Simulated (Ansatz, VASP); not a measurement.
Given: the input of a run of VASP 6.6.1 on Ta.

File POSCAR:

```
Ta
1.0
   -1.6836662614      1.6836662614      1.6836662614
    1.6836662614     -1.6836662614      1.6836662614
    1.6836662614      1.6836662614     -1.6836662614
Ta
1
Direct
    0.0000000000      0.0000000000      0.0000000000
```

INCAR.step1

```
SYSTEM = Ta
PREC = Accurate
ENCUT = 520
EDIFF = 1E-5
ISMEAR = -1
SIGMA = 0.05
LREAL = .False.
LASPH = .True.
NELM = 60
ALGO = Normal
ISIF = 2
LWAVE = .True.
LCHARG = .False.
GGA = PE
NBANDS = 12
```

File INCAR.step2:

```
SYSTEM = Ta
PREC = Accurate
ENCUT = 520
EDIFF = 1E-7
ISMEAR = -1
SIGMA = 0.05
LREAL = .False.
LASPH = .True.
NELM = 60
ALGO = Normal
ISIF = 2
LWAVE = .False.
LCHARG = .False.
GGA = PE
LHFCALC = .True.
HFSCREEN = 0.2079
PRECFOCK = Normal
ISTART = 1
NBANDS = 12
```

KPOINTS

```
Automatic mesh
0
Gamma
  6 6 6
  0 0 0
```

Potentials or basis: VASP PAW PBE potentials, release 64 (Ta_pv).

Command:

```sh
$ cat potpaw_PBE.64/Ta_pv/POTCAR > POTCAR
$ cp INCAR.step1 INCAR
$ mpirun -np 1 vasp_std > vasp.out
$ cp INCAR.step2 INCAR
$ mpirun -np 1 vasp_std > vasp.out
```

Task: Set up the same calculation for Ansatz 0.2.0. Potentials there: Ansatz PAW.

Result: As run (the cutoff follows the program's own potentials):

input

```
crystal:
  lattice:
    - [-1.6836662614, 1.6836662614, 1.6836662614]
    - [1.6836662614, -1.6836662614, 1.6836662614]
    - [1.6836662614, 1.6836662614, -1.6836662614]
  atoms:
    - { symbol: Ta, position: [0.0, 0.0, 0.0] }
hamiltonian:
  xc: hse06
  pseudopotentials: { kind: paw }
kpoints:
  mp_grid: { grid: [6, 6, 6] }
scf:
  occupations: { method: fermi_dirac, width: 0.05 }
output:
  forces: true
  stress: true
  eigenvalues: true
```

Both were run:

|  | VASP | Ansatz | Ansatz less VASP |
| --- | --- | --- | --- |
| gap on the k mesh at the Fermi level (eV) | none | none | - |
| pressure (GPa) | -8.1 | -7.0 | +1.12 |

A gap of «none» marks a metal or a gap that the smearing closes. VASP's potentials hold 11 valence electrons a cell and Ansatz's 13, so a difference there can come from the potentials and not from the codes.

The k mesh is coarse, so the values compare programs but aren't converged. Neither program's run includes spin-orbit coupling.
